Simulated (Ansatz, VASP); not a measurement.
## One calculation of Fe, two programs

```xyz
1
Lattice="-1.4430 1.4430 1.4430 1.4430 -1.4430 1.4430 1.4430 1.4430 -1.4430" Properties=species:S:1:pos:R:3 pbc="T T T"
Fe    0.0000    0.0000    0.0000
```

Alike in both runs: functional PBEsol; dispersion D4; k mesh 13 × 13 × 13; occupations fermi-dirac, width 0.1 eV; collinear spin; Hubbard terms Fe d U = 6.0 eV.

|  | VASP | Ansatz |
| --- | --- | --- |
| version | VASP 6.6.1 | Ansatz 0.2.0 |
| potentials or method | VASP PAW PBE potentials, release 64 (Fe_sv) | Ansatz PAW |
| plane-wave cutoff (eV) | 690 | 420 |
| valence electrons in the cell | 16 | 16 |
| task | single point | optical spectrum |

|  | VASP | Ansatz | Ansatz less VASP |
| --- | --- | --- | --- |
| gap on the k mesh at the Fermi level (eV) | none | none | - |
| net moment per atom (μB) | 3.05 | 2.96 | -0.092 |
| size of the moment on the site where the two differ most (μB) | 3.26 | 2.83 | -0.423 |

VASP's potentials were made for PBE, not for PBEsol. Site moments also hang on the region over which each program counts them. The programs project onto different local orbitals, so the same U acts differently, and such runs can settle in different states. A gap of «none» marks a metal or a gap that the smearing closes.

Noted on Ansatz's run: the magnetic or orbital state may not be the lowest.
